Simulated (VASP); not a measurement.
Write the native input for VASP 6.6.1 that does the following.

| Item | Value |
| --- | --- |
| Task | single point |
| Functional | PBEsol |
| Potentials or basis | VASP PAW PBE potentials, release 64 (Li_sv, Mg) |
| Cutoff | 520 eV |
| k mesh | 14 × 14 × 14 |
| Occupations | gaussian, width 0.15 eV |
| Spin | no spin polarisation |
| Dipole correction | no |
| Further INCAR settings | ALGO = Fast; EDIFF = 1e-06; NBANDS = 10 |

The structure of LiMg lies in POSCAR:

```
LiMg
1.0
    3.2092757500      0.0000000000      0.0000000000
    0.0000000000      3.2092757500      0.0000000000
    0.0000000000      0.0000000000      3.3749795000
Li Mg
1 1
Direct
    0.0000000000      0.0000000000      0.0000000000
    0.5000000000      0.5000000000      0.5000000000
```

This cell differs from its parent crystal: strain -0.050 along x and y, -0.050 along z.

One way to write it, as run:

INCAR

```
ALGO = Fast
EDIFF = 1E-6
ENCUT = 520
GGA = PS
ISIF = 2
ISMEAR = 0
LASPH = T
LCHARG = F
LREAL = F
LWAVE = F
NBANDS = 10
NELM = 80
PREC = Accurate
SIGMA = 0.15
```

KPOINTS

```
k-points
0
Gamma
  14 14 14
```

Potentials or basis: VASP PAW PBE potentials, release 64 (Li_sv, Mg).

Launch:

```console
$ cat potpaw_PBE.64/Li_sv/POTCAR potpaw_PBE.64/Mg/POTCAR > POTCAR
$ mpirun -np 1 vasp_std > vasp.out
```

Run time: 48 s on 1 thread of Intel(R) Xeon(R) Platinum 8259CL CPU @ 2.50GHz (Skylake/Cascade Lake) (shared host), peak memory 0.22 GiB.
